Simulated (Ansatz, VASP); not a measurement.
# One calculation of LuH2Cl3O, two programs

```xyz
7
Lattice="11.8700 0.0000 0.0000 0.0000 12.4300 0.0000 0.0000 0.0000 12.4300" Properties=species:S:1:pos:R:3 pbc="T T T"
Lu    6.2372    5.7111    6.7154
Cl    7.3729    7.5047    7.9235
Cl    4.5000    4.5000    7.9266
Cl    7.3729    4.5031    4.9219
O     4.9577    7.0641    5.3624
H     4.5732    7.9266    5.6158
H     4.5732    6.8108    4.5000
```

Alike in both runs: task single point; functional PBE; k mesh 1 × 1 × 1; occupations gaussian, width 0.01 eV; no spin polarisation.

|  | VASP | Ansatz |
| --- | --- | --- |
| version | VASP 6.6.1 | Ansatz 0.2.0 |
| potentials or method | VASP PAW PBE potentials, release 64 (Lu, Cl, O, H), cutoff 520 eV | scalar-relativistic, plane waves, PAW |
| valence electrons in the cell | 54 | 54 |

VASP gave:

| Property | Result |
| --- | --- |
| gap on the k mesh at the Fermi level (eV) | 4.60 |
| rms of the force components (eV/Å) | 0.137 |

Estimate Ansatz's values.

gap on the k mesh at the Fermi level (eV): 4.61; rms of the force components (eV/Å): 0.165.

Atom by atom the forces differ by 0.033 eV/Å (rms over components). The functional is the same, so the differences come from potentials, cutoffs and numerics.

Spin-orbit coupling is off throughout.
